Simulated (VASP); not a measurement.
Wanted: the native input for a VASP 6.6.1 run.

```
Task                               : single point
Functional                         : HSE06
Potentials or basis                : VASP PAW PBE potentials, release 64 (Hg, Te)
Cutoff                             : 520 eV
k mesh                             : 4 × 4 × 4
Occupations                        : fermi-dirac, width 0.02 eV
Spin                               : no spin polarisation
Dipole correction                  : no
Grid for exact exchange (PRECFOCK) : Normal
Further INCAR settings             : ALGO = Normal; EDIFF = 1e-06; NBANDS = 16
Share of exact exchange            : 0.25
Screening parameter                : 0.2079 1/Å
```

The system is HgTe.

```
Hg Te
1.0
     0.00000    3.19776    3.19776
     3.19776    0.00000    3.19776
     3.19776    3.19776    0.00000
Hg Te
1 1
Direct
  0.00000 0.00000 0.00000
  0.25000 0.25000 0.25000
```

This cell differs from its parent crystal: strain -2.8%.

The input as run:

POSCAR

```
HgTe
1.0
    0.0000000000      3.1977575874      3.1977575874
    3.1977575874      0.0000000000      3.1977575874
    3.1977575874      3.1977575874      0.0000000000
Hg Te
1 1
Direct
    0.0000000000      0.0000000000      0.0000000000
    0.2500000000      0.2500000000      0.2500000000
```

INCAR.step1

```
PREC = Accurate
ENCUT = 520
EDIFF = 1E-5
ISMEAR = -1
SIGMA = 0.02
LREAL = False
LASPH = True
NELM = 60
ALGO = Normal
ISIF = 2
LWAVE = True
LCHARG = False
NBANDS = 16
GGA = PE
```

INCAR.step2

```
PREC = Accurate
ENCUT = 520
EDIFF = 1E-6
ISMEAR = -1
SIGMA = 0.02
LREAL = False
LASPH = True
NELM = 60
ALGO = Normal
ISIF = 2
LWAVE = False
LCHARG = False
GGA = PE
LHFCALC = True
HFSCREEN = 0.2079
PRECFOCK = Normal
NBANDS = 16
ISTART = 1
```

KPOINTS

```
regular mesh
0
Gamma
  4 4 4
```

Potentials or basis: VASP PAW PBE potentials, release 64 (Hg, Te).

The run is started by

```console
$ cat potpaw_PBE.64/Hg/POTCAR potpaw_PBE.64/Te/POTCAR > POTCAR
$ cp INCAR.step1 INCAR
$ mpirun -np 1 vasp_std > vasp.out
$ cp INCAR.step2 INCAR
$ mpirun -np 1 vasp_std > vasp.out
```

Results of the run:

* Pressure: 4.3 GPa
* Band gap on the k mesh: zero (filled and empty bands touch)

Caveat: the k points lie up to 0.43 Å⁻¹ apart; the cell differs from its parent crystal (strain -2.8%); the PAW data sets were made with another functional, which shifts forces and pressure a little; spin-orbit coupling is left out, which moves the levels of the heavy elements.

Run time: 6.6 min on 1 thread of Intel(R) Xeon(R) 6975P-C (Granite Rapids), with other jobs on the host, peak memory 0.31 GiB.
